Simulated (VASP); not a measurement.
Set up this calculation in VASP 6.6.1, as the native input.

| Property | Result |
| --- | --- |
| Task | single point |
| Functional | PBE |
| Potentials or basis | VASP PAW PBE potentials, release 64 (Mg, O) |
| Cutoff | 520 eV |
| k mesh | 10 × 10 × 10 |
| Occupations | gaussian, width 0.05 eV |
| Spin | no spin polarisation |
| Dipole correction | no |
| Further INCAR settings | ALGO = Normal; EDIFF = 1e-07; NBANDS = 11 |

The structure of MgO lies in POSCAR:

```
MgO
1.0
   -0.8932516467      1.7865032933      1.7865032933
    1.7865032933     -0.8932516467      1.7865032933
    1.7865032933      1.7865032933     -0.8932516467
Mg O
1 1
Direct
    0.0000000000      0.0000000000      0.0000000000
    0.5000000000      0.5000000000      0.5000000000
```

This cell differs from its parent crystal: ratio of the length along [111] to the lengths across it x 0.5, volume and fractional coordinates fixed.

The input as run:

INCAR

```
  ALGO = Normal
  EDIFF = 1E-7
  ENCUT = 520
  GGA = PE
  ISIF = 2
  ISMEAR = 0
  LASPH = T
  LCHARG = F
  LREAL = F
  LWAVE = F
  NBANDS = 11
  NELM = 100
  PREC = Accurate
  SIGMA = 0.05
```

KPOINTS

```
k-points
0
Gamma
  10 10 10
```

Potentials or basis: VASP PAW PBE potentials, release 64 (Mg, O).

Launch:

```bash
$ cat potpaw_PBE.64/Mg/POTCAR potpaw_PBE.64/O/POTCAR > POTCAR
$ mpirun -np 1 vasp_std > vasp.out
```

Results of the run:

```yaml
Pressure: -3.7 GPa
Band_gap_on_the_k_mesh: 2.06 eV, indirect (least direct gap 3.01 eV)
```

It took 6.3 s on 1 thread of AMD EPYC 9R14 (Zen 4), with other jobs on the host, peak memory 0.1 GiB.
